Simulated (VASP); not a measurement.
Wanted: the native input for a VASP 6.6.1 run.

* Task: relaxation of the atoms
* Functional: PBEsol
* Potentials or basis: VASP PAW PBE potentials, release 64 (C)
* Cutoff: 520 eV
* k mesh: 9 × 9 × 6
* Occupations: gaussian, width 0.02 eV
* Spin: no spin polarisation
* Dipole correction: no
* Further INCAR settings: ALGO = Normal; EDIFF = 1e-06; IBRION = 2; EDIFFG = -0.002; NSW = 60

The structure of C lies in POSCAR:

```
C
1.0
    2.5643191212      0.0000000000      0.0000000000
   -1.2821595606      2.2207655024      0.0000000000
    0.0000000000      0.0000000000      4.2229976408
C
4
Direct
    0.3333333333      0.6666666667     -0.0002046816
    0.6666666667      0.3333333333      0.4997953184
    0.3333333333      0.6666666667      0.3742046816
    0.6666666667      0.3333333333      0.8742046816
```

This cell differs from its parent crystal: strained cell.

The input as run:

INCAR

```
  PREC = Accurate
  ENCUT = 520
  EDIFF = 1E-6
  ISMEAR = 0
  SIGMA = 0.02
  LREAL = False
  LASPH = True
  NELM = 80
  ALGO = Normal
  ISIF = 2
  LWAVE = False
  LCHARG = False
  GGA = PS
  IBRION = 2
  NSW = 60
  EDIFFG = -0.002
```

KPOINTS

```
Automatic mesh
0
Gamma
  9 9 6
```

Potentials or basis: VASP PAW PBE potentials, release 64 (C).

Run with:

```console
$ cat potpaw_PBE.64/C/POTCAR > POTCAR
$ mpirun -np 1 vasp_std > vasp.out
```

It gave:

```yaml
Energy_gained_by_relaxing: 0.0 meV/atom
Ionic_steps: 3
Pressure_after_relaxing: -25.6 GPa
Band_gap_on_the_k_mesh: 3.30 eV (least direct gap 4.70 eV)
```

Caveat: the cell differs from its parent crystal (strained cell); the PAW data sets were made with another functional, which shifts forces and pressure a little; an odd mesh through Γ misses points on the zone boundary, where band edges can lie.

Wall time 25 s on 1 thread of Intel Xeon 8259CL (shared host), peak memory 0.13 GiB.
